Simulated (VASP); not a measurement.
**WS2: single point with r2SCAN**

Crystal: WS2.

```
W S
1.0
     1.57900    0.91164    6.16333
    -1.57900    0.91164    6.16333
     0.00000   -1.82327    6.16333
W S
1 2
Cartesian
  0.0000 0.0000 0.0000
  0.0000 0.0000 4.6170
  0.0000 0.0000 7.7473
```

```yaml
Program: VASP 6.6.1
Task: single point
Functional: r2SCAN
Potentials_or_basis: VASP PAW PBE potentials, release 64 (W_sv, S)
Cutoff: 520 eV
k_mesh: 12 × 12 × 12
Occupations: fermi-dirac, width 0.1 eV
Spin: no spin polarisation
Dipole_correction: no
Further_INCAR_settings: ALGO = Normal; EDIFF = 1e-07; NBANDS = 20
```

```yaml
Pressure: 2.8 GPa
Largest_force: 0.621 eV/Å
Band_gap_on_the_k_mesh: 1.14 eV (least direct gap 2.03 eV)
```

Forces on the atoms (eV/Å):
```
W    0.000  0.000  0.621
S    0.000  0.000 -0.280
S    0.000  0.000 -0.341
```

Stress tensor (GPa, compression positive):
```
3.17 0.00 0.00
0.00 3.17 0.00
0.00 0.00 1.97
```

Levels at points of the mesh, in eV from the valence-band top:
| k point | band 9 | band 10 | band 11 | band 12 | band 13 | band 14 | band 15 | band 16 | band 17 | band 18 |
| --- | --- | --- | --- | --- | --- | --- | --- | --- | --- | --- |
| (0.00, 0.00, 0.00) | -3.73 | -2.44 | -2.44 | -1.71 | -1.24 | 2.33 | 2.33 | 2.67 | 2.67 | 5.24 |
| (0.50, 0.00, 0.00) | -5.55 | -4.38 | -2.76 | -1.98 | -1.81 | 2.44 | 2.75 | 3.94 | 4.07 | 4.75 |
| (0.50, 0.50, 0.00) | -5.24 | -4.30 | -3.38 | -2.19 | -1.64 | 2.39 | 2.88 | 3.51 | 4.58 | 5.37 |
| (0.50, 0.50, 0.50) | -3.74 | -3.74 | -2.41 | -2.41 | 0.00 | 2.44 | 2.44 | 2.51 | 2.51 | 5.43 |

Wall time 22 min on 1 thread of Intel(R) Xeon(R) Platinum 8488C (Sapphire Rapids), on a shared host, peak memory 0.47 GiB.

Caveat: the PAW data sets were made with another functional, which shifts forces and pressure a little; spin-orbit coupling is left out, which moves the levels of the heavy elements. A k mesh can miss the band edges.
